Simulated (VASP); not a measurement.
Set up this calculation in VASP 6.6.1, as the native input.

| Item | Value |
| --- | --- |
| Task | single point |
| Functional | HSE06 |
| Potentials or basis | VASP PAW PBE potentials, release 64 (Ba_sv, S) |
| Cutoff | 400 eV |
| k mesh | 4 × 4 × 4 |
| Occupations | gaussian, width 0.01 eV |
| Spin | no spin polarisation |
| Dipole correction | no |
| Grid for exact exchange (PRECFOCK) | Normal |
| Further INCAR settings | ALGO = Normal; EDIFF = 1e-06; NBANDS = 15 |
| Share of exact exchange | 0.25 |
| Screening parameter | 0.2079 1/Å |

Crystal: BaS.

```
CELL_PARAMETERS angstrom
0.00000 3.43917 3.65403
3.43917 0.00000 3.65403
3.43917 3.43917 0.00000
ATOMIC_POSITIONS crystal
Ba 0.00000 0.00000 0.00000
S 0.25000 0.25000 0.25000
```

This cell differs from its parent crystal: epitaxial xy strain -2.3%.

The input as run:

POSCAR

```
BaS
1.0
    0.0000000000      3.4391691825      3.6540279708
    3.4391691825      0.0000000000      3.6540279708
    3.4391691825      3.4391691825      0.0000000000
Ba S
1 1
Direct
    0.0000000000      0.0000000000      0.0000000000
    0.2500000000      0.2500000000      0.2500000000
```

INCAR.step1

```
  ALGO = Normal
  EDIFF = 1E-5
  ENCUT = 400
  GGA = PE
  GGA_COMPAT = F
  ISIF = 2
  ISMEAR = 0
  LASPH = T
  LCHARG = F
  LREAL = F
  LWAVE = T
  NBANDS = 15
  NELM = 120
  PREC = Accurate
  SIGMA = 0.01
```

INCAR.step2

```
  ALGO = Normal
  EDIFF = 1E-6
  ENCUT = 400
  GGA = PE
  GGA_COMPAT = F
  HFSCREEN = 0.2079
  ISIF = 2
  ISMEAR = 0
  ISTART = 1
  LASPH = T
  LCHARG = F
  LHFCALC = T
  LREAL = F
  LWAVE = F
  NBANDS = 15
  NELM = 120
  PREC = Accurate
  PRECFOCK = Normal
  SIGMA = 0.01
```

KPOINTS

```
k-points
0
Gamma
  4 4 4
```

Potentials or basis: VASP PAW PBE potentials, release 64 (Ba_sv, S).

The run is started by

```console
$ cat potpaw_PBE.64/Ba_sv/POTCAR potpaw_PBE.64/S/POTCAR > POTCAR
$ cp INCAR.step1 INCAR
$ mpirun -np 1 vasp_std > vasp.out
$ cp INCAR.step2 INCAR
$ mpirun -np 1 vasp_std > vasp.out
```

It gave:

- Pressure: 0.3 GPa
- Band gap on the k mesh: 3.62 eV (least direct gap 4.24 eV)

Caveat: the cell differs from its parent crystal (epitaxial xy strain -2.3%); the structure was generated, so it needn't be the stable form of BaS; the PAW data sets were made with another functional, which shifts forces and pressure a little; spin-orbit coupling is left out, which moves the levels of the heavy elements.

Run time: 6.1 min on 1 thread of Intel(R) Xeon(R) Platinum 8488C (Sapphire Rapids), with other jobs on the host, peak memory 0.3 GiB.
